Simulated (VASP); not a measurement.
A run of VASP 6.6.1 is set up as follows.

POSCAR

```
KNaF2
1.0
    1.7036371264      0.9835953537      5.6967881503
   -1.7036371264      0.9835953537      5.6967881503
    0.0000000000     -1.9671907070      5.6967881503
Na K F
1 1 2
Direct
    1.0000000000      0.0000000000      0.0000000000
    0.5000000000      0.5000000000      0.5000000000
    0.2610994597      0.2610994597      0.2610994597
    0.7389005403      0.7389005403      0.7389005403
```

The input INCAR.step1:

```
SYSTEM = KNaF2
ALGO = Normal ; EDIFF = 1E-4
ENCUT = 520 ; GGA = PE
ISMEAR = 0 ; LASPH = .TRUE.
LCHARG = .FALSE. ; LREAL = .FALSE.
LWAVE = .TRUE. ; NBANDS = 23
NELM = 100 ; PREC = Accurate
SIGMA = 0.01
```

INCAR.step2

```
SYSTEM = KNaF2
ALGO = Normal ; EDIFF = 1E-7
ENCUT = 520 ; ISIF = 2
ISMEAR = 0 ; ISTART = 1
LASPH = .TRUE. ; LCHARG = .FALSE.
LMIXTAU = .TRUE. ; LREAL = .FALSE.
LWAVE = .FALSE. ; METAGGA = R2SCAN
NBANDS = 23 ; NELM = 100
PREC = Accurate ; SIGMA = 0.01
```

File KPOINTS:

```
k-points
0
G
  8 8 8
  0 0 0
```

Potentials or basis: VASP PAW PBE potentials, release 64 (Na_pv, K_sv, F).

Launch:

```bash
$ cat potpaw_PBE.64/Na_pv/POTCAR potpaw_PBE.64/K_sv/POTCAR potpaw_PBE.64/F/POTCAR > POTCAR
$ cp INCAR.step1 INCAR
$ mpirun -np 1 vasp_std > vasp.out
$ cp INCAR.step2 INCAR
$ mpirun -np 1 vasp_std > vasp.out
```

(1) Estimate the band gap on the k mesh.

(2) Estimate the largest force.

(3) What does it give for the pressure?

Answers

(1) 7.35 eV, direct.

(2) 0.127 eV/Å.

(3) 2.9 GPa.

Caveat: the PAW data sets were made with another functional, which shifts forces and pressure a little.
